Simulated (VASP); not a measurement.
# Al3Si2B (Fmmm) in VASP: notebook, part 2 of 2

VASP 6.6.1. Earlier steps stand in the parts before.

### Step 4. Relaxation of cell and atoms, PBE

This run uses another cell than the first one, of 18.68 Å³/atom.

The input, INCAR:

```
PREC = Accurate
ENCUT = 600
EDIFF = 1E-6
ISMEAR = 0
SIGMA = 0.1
LREAL = F
LASPH = T
NELM = 60
ALGO = Normal
ISIF = 3
LWAVE = F
LCHARG = F
GGA = PE
IBRION = 2
NSW = 100
EDIFFG = -0.01
```

The input, KPOINTS:

```
Automatic mesh
0
Gamma
  10 10 10
```

The input, POSCAR:

```
Al3Si2B
1.0
    0.0000000000      4.5918615445      5.0955865954
    2.3956796188      0.0000000000      5.0955865954
    2.3956796188      4.5918615445      0.0000000000
Al Si B
3 2 1
Direct
    0.2059606350      0.2059606350      0.7940393650
    0.7940393650      0.7940393650      0.2059606350
    0.5000000000      0.5000000000      0.5000000000
    0.7884482704      0.2115517296      0.7884482704
    0.2115517296      0.7884482704      0.2115517296
    0.0000000000      0.0000000000      0.0000000000
```

Potentials or basis: VASP PAW PBE potentials, release 64 (Al, Si, B).

Started as:

```bash
$ cat potpaw_PBE.64/Al/POTCAR potpaw_PBE.64/Si/POTCAR potpaw_PBE.64/B/POTCAR > POTCAR
$ mpirun -np 1 vasp_std > vasp.out
```

OUTCAR:

```text
PREC = Accurate
   ENCUT = 600
   EDIFF = 1E-6
   ISMEAR = 0
   LREAL = F
   LASPH = T
   NELM = 60
   ISIF = 3
   GGA = PE
   IBRION = 2
   NSW = 100
   EDIFFG = -0.01

 ion  position               nearest neighbor table
   1  0.206  0.206  0.794-   6 2.10   2 2.56   2 2.56   5 2.86   4 2.86   3 3.00   3 3.19   3 3.19

   2  0.794  0.794  0.206-   6 2.10   1 2.56   1 2.56   5 2.86   4 2.86   3 3.00   3 3.19   3 3.19

   3  0.500  0.500  0.500-   6 2.40   6 2.40   4 2.65   5 2.65   1 3.00   2 3.00   5 3.08   5 3.08
                             4 3.08   4 3.08   1 3.19   1 3.19   2 3.19   2 3.19
   4  0.788  0.212  0.788-   6 1.94   5 2.50   5 2.50   3 2.65   2 2.86   1 2.86   3 3.08   3 3.08

   5  0.212  0.788  0.212-   6 1.94   4 2.50   4 2.50   3 2.65   2 2.86   1 2.86   3 3.08   3 3.08

   6  0.000  0.000  0.000-   5 1.94   4 1.94   1 2.10   2 2.10   3 2.40   3 2.40

  LATTYP: Found a face centered orthorhombic cell.
 ALAT       =     4.7913592376
 B/A-ratio  =     1.9167260549
 C/A-ratio  =     2.1269900013

  Lattice vectors:

 A1 = (   0.0000000000,   4.5918615445,   5.0955865954)
 A2 = (   2.3956796188,   0.0000000000,   5.0955865954)
 A3 = (   2.3956796188,   4.5918615445,   0.0000000000)

Analysis of symmetry for initial positions (statically):
=====================================================================
 Subroutine PRICEL returns:
 Original cell was already a primitive cell.

 Routine SETGRP: Setting up the symmetry group for a
 face centered orthorhombic supercell.

 Subroutine GETGRP returns: Found  8 space group operations
 (whereof  8 operations were pure point group operations)
 out of a pool of  8 trial point group operations.

The static configuration has the point symmetry D_2h.

Analysis of symmetry for dynamics (positions and initial velocities):
[... 159 lines left out ...]

 number of electron      20.0000000 magnetization

 Free energy of the ion-electron system (eV)
  ---------------------------------------------------
  ext. energy  EPLUGINS =         0.00000000
  ---------------------------------------------------
  free energy    TOTEN  =       -26.17973812 eV

  energy without entropy =      -26.16760543  energy(sigma->0) =      -26.17367177

------------------------ aborting loop because EDIFF is reached ----------------------------------------

  FORCE on cell =-STRESS in cart. coord.  units (eV):
  Direction    XX          YY          ZZ          XY          YZ          ZX
  --------------------------------------------------------------------------------------
  -------------------------------------------------------------------------------------
  Total       -0.5885225      0.4136512      0.3922736      0.0000000      0.0000000      0.0000000
  in kB       -8.4106968      5.9115749      5.6060626      0.0000000      0.0000000      0.0000000
  external PRESSURE =       1.0356469 kB  Pullay stress =       0.0000000 kB
[... 227 lines left out ...]
--------------------------------------- Ionic step        7  -------------------------------------------

 number of electron      20.0000000 magnetization

 Free energy of the ion-electron system (eV)
  ---------------------------------------------------
  ext. energy  EPLUGINS =         0.00000000
  ---------------------------------------------------
  free energy    TOTEN  =       -26.18880888 eV

  energy without entropy =      -26.17645701  energy(sigma->0) =      -26.18263295

 E-fermi :   5.6760     XC(G=0):  -9.3045

 val. band max:        5.6757780299   @ k =  -0.2000   0.3000   0.5000
 cond. band min:       5.6785670463   @ k =  -0.2000   0.5000   0.3000
 fundamental gap:      0.0027890164
 Fermi energy:         5.6759858395

 k-point     1 :       0.0000    0.0000    0.0000
  band No.  band energies     occupation
      1      -6.5995      2.00000
      2      -1.2314      2.00000
      3      -0.8168      2.00000
      4      -0.1287      2.00000
      5       0.3578      2.00000
      6       1.8146      2.00000
      7       1.8693      2.00000
      8       2.4831      2.00000
      9       3.7768      2.00000
     10       4.5216      2.00000
     11       4.9997      2.00000
     12       5.9143      0.00075
     13       6.4530      0.00000
     14       7.2038      0.00000
[... 377 lines left out ...]
      1      -6.3552      2.00000
      2      -2.0579      2.00000
      3      -1.5262      2.00000
      4      -0.4559      2.00000
      5       0.8635      2.00000
      6       1.6160      2.00000
      7       2.9071      2.00000
      8       3.2759      2.00000
      9       3.8737      2.00000
     10       4.6650      2.00000
     11       5.4054      1.99987
     12       5.8159      0.04782
     13       7.3186      0.00000
     14       7.8354      0.00000

 [... further k-points ...]

------------------------ aborting loop because EDIFF is reached ----------------------------------------

  FORCE on cell =-STRESS in cart. coord.  units (eV):
  Direction    XX          YY          ZZ          XY          YZ          ZX
  --------------------------------------------------------------------------------------
  -------------------------------------------------------------------------------------
  Total       -0.0264610     -0.0182176     -0.0003768     -0.0000000      0.0000000      0.0000000
  in kB       -0.3753463     -0.2584144     -0.0053445     -0.0000000      0.0000000      0.0000000
  external PRESSURE =      -0.2130350 kB  Pullay stress =       0.0000000 kB
[... 21 lines left out ...]
  FREE ENERGIE OF THE ION-ELECTRON SYSTEM (eV)
  ---------------------------------------------------
  free  energy   TOTEN  =       -26.1888088834 eV

  energy  without entropy=      -26.1764570134  energy(sigma->0) =      -26.18263295

 reached required accuracy - stopping structural energy minimisation
```

Wall time 31 min (1 thread of Intel Xeon 6975P-C (Granite Rapids), shared host); peak memory 0.58 GiB.

Results:

| Quantity | Value |
| --- | --- |
| Free energy | -26.1888 eV |
| Relaxed volume | 18.82 Å³/atom |
| Relaxed cell | a = 6.925 Å, b = 5.682 Å, c = 5.187 Å, α = 79.01°, β = 53.66°, γ = 47.33° |
| Space group after relaxing (to 0.1 Å) | Fmmm (No. 69) |
| Energy gained by relaxing | 1.5 meV/atom |
| Ionic steps | 7 |
| Pressure after relaxing | 0.0 GPa |
| Largest force after relaxing | 0.010 eV/Å |
| Band gap on the k mesh | zero (bands 10 and 11 overlap by 2.17 eV) |

Forces in eV/Å, atoms in the order of the input:
```
Al   0.000  0.000 -0.006
Al   0.000  0.000  0.006
Al   0.000  0.000  0.000
Si   0.000 -0.010  0.000
Si   0.000  0.010  0.000
B    0.000  0.000  0.000
```

Step by step:
```tsv
step	energy change (eV)	largest force (eV/Å)	pressure (GPa)	volume (Å³)
1	0.0000	0.0886	0.10	112.11
2	-0.0042	0.1141	0.01	112.30
3	-0.0045	0.1326	-0.03	112.37
4	-0.0073	0.0953	0.10	112.43
5	-0.0085	0.0509	0.25	112.49
6	-0.0090	0.0117	-0.12	113.13
7	-0.0091	0.0097	-0.02	112.95
```

Final structure:
```xyz
6
Lattice="0.0000 4.6136 5.1642 2.3703 0.0000 5.1642 2.3703 4.6136 0.0000" Properties=species:S:1:pos:R:3 pbc="T T T"
Al    2.3703    4.6136    2.1004
Al    2.3703    4.6136    8.2279
Al    2.3703    4.6136    5.1642
Si    2.3703    7.2737    5.1642
Si    2.3703    1.9535    5.1642
B     0.0000    0.0000    0.0000
```

### Step 5. Summary

| task | cell | k mesh | cutoff (eV) | gap on the mesh (eV) | pressure (GPa) | relaxed volume (Å³/atom) | largest force (eV/Å) |
| --- | --- | --- | --- | --- | --- | --- | --- |
| relaxation of cell and atoms | relaxed from a = 5.576, b = 5.005, c = 4.964 Å, angles 68.0, 56.3, 55.6°, 6 atoms, atomic positions A | 4 × 4 × 4 | 600 | none | 0.0 | 18.61 | 0.01 |
| single point | a = 6.926, b = 5.684, c = 5.187 Å, angles 79.0, 53.7, 47.3°, 6 atoms, atomic positions B | 10 × 10 × 10 | 520 | none | -0.1 | - | 0.01 |
| relaxation of cell and atoms | relaxed from a = 6.859, b = 5.631, c = 5.179 Å, angles 78.6, 53.6, 47.8°, 6 atoms, atomic positions C | 10 × 10 × 10 | 600 | none | 0.0 | 18.82 | 0.01 |

Alike in all rows: level PBE; potentials or basis VASP PAW PBE potentials, release 64 (Al, Si, B); no spin polarisation; smearing gaussian 0.1 eV.

Caveats: some runs use coarse meshes; the volume moved by over 15 % at a fixed basis, so the end points are rough (at least some runs).

Absolute energies hang on the potentials; compare differences alone.

The gap in the log of VASP goes by the Fermi energy; the results here count the filled bands.